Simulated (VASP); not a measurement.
Input of a VASP 6.6.1 run:

The input POSCAR:

```
SiSe
1.0
    3.5717772202      0.0000000000      0.0000000000
   -1.7858886101      3.0932498094      0.0000000000
    0.0000000000      0.0000000000      3.6022609674
Si Se
1 1
Direct
    0.6666666667      0.3333333333      0.5000000000
    0.0000000000      0.0000000000      0.0000000000
```

The input INCAR.step1:

```
  PREC = Accurate
  ENCUT = 520
  ISMEAR = -1
  SIGMA = 0.05
  LREAL = F
  LASPH = T
  NELM = 100
  NBANDS = 12
  GGA = PE
  ALGO = Normal
  EDIFF = 1E-4
  LWAVE = T
  LCHARG = F
```

Contents of INCAR.step2:

```
  PREC = Accurate
  ENCUT = 520
  EDIFF = 1E-6
  ISMEAR = -1
  SIGMA = 0.05
  LREAL = F
  LASPH = T
  NELM = 100
  ALGO = Normal
  ISIF = 2
  LWAVE = F
  LCHARG = T
  METAGGA = R2SCAN
  LMIXTAU = T
  LUSE_VDW = T
  IVDW_NL = 2
  BPARAM = 11.95
  CPARAM = 0.0093
  LELF = T
  LVHAR = T
  NBANDS = 12
  ISTART = 1
```

Contents of KPOINTS:

```
Automatic mesh
0
Gamma
  9 9 7
```

Potentials or basis: VASP PAW PBE potentials, release 64 (Si, Se).

Command:

```bash
$ cat potpaw_PBE.64/Si/POTCAR potpaw_PBE.64/Se/POTCAR > POTCAR
$ cp INCAR.step1 INCAR
$ mpirun -np 1 vasp_std > vasp.out
$ cp INCAR.step2 INCAR
$ mpirun -np 1 vasp_std > vasp.out
```

(1) Estimate the pressure.

(2) Estimate the band gap on the k mesh.

## Answers

(1) 0.1 GPa.

(2) zero (bands 5 and 6 overlap by 3.20 eV).

Caveat: the PAW data sets were made with another functional, which shifts forces and pressure a little.
